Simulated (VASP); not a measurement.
A run of VASP 6.6.1 is set up as follows.

INCAR

```
SYSTEM = Li4Sb4Ru
  ALGO = Normal
  EDIFF = 1E-6
  ENCUT = 520
  GGA = CA
  ISIF = 2
  ISMEAR = -1
  LASPH = .TRUE.
  LCHARG = .FALSE.
  LREAL = .FALSE.
  LWAVE = .FALSE.
  NBANDS = 33
  NELM = 80
  PREC = Accurate
  SIGMA = 0.1
```

File KPOINTS:

```
k-points
0
G
  4 4 4
  0 0 0
```

The input POSCAR:

```
Li4Sb4Ru
1.0
    0.0000000000      0.0000000000      5.1388360000
    3.9593900000     -3.9593900000      2.5694180000
    3.9593900000      3.9593900000     -2.5694180000
Li Sb Ru
4 4 1
Direct
    0.2110000000      0.1840000000      0.6060000000
    0.3950000000      0.3940000000      0.1840000000
    0.7890000000      0.8160000000      0.3940000000
    0.6050000000      0.6060000000      0.8160000000
    0.2920000000      0.7740000000      0.3580000000
    0.0660000000      0.6420000000      0.7740000000
    0.7080000000      0.2260000000      0.6420000000
    0.9340000000      0.3580000000      0.2260000000
    0.0000000000      0.0000000000      0.0000000000
```

Potentials or basis: VASP PAW LDA potentials, release 64 (Li_sv, Sb, Ru_pv).

The run is started by

```bash
$ cat potpaw_LDA.64/Li_sv/POTCAR potpaw_LDA.64/Sb/POTCAR potpaw_LDA.64/Ru_pv/POTCAR > POTCAR
$ mpirun -np 1 vasp_std > vasp.out
```

Question: What does it give for the band gap on the k mesh?

Answer: Zero (band 23 reaches 7.63 eV, above the bottom of band 24 at 7.03 eV).

Question: Estimate the largest force.

Answer: 2.695 eV/Å.

Forces on the atoms (eV/Å):
```
Li   0.631  1.832  0.000
Li  -1.832  0.631  0.000
Li  -0.631 -1.832  0.000
Li   1.832 -0.631  0.000
Sb   1.462  2.265  0.000
Sb  -2.265  1.462  0.000
Sb  -1.462 -2.265  0.000
Sb   2.265 -1.462  0.000
Ru   0.000  0.000  0.000
```

Caveat: the k points lie up to 0.36 Å⁻¹ apart; spin-orbit coupling is left out, which moves the levels of the heavy elements; forces of over 1 eV/Å act on the atoms, so gaps and moduli don't describe the material at rest.
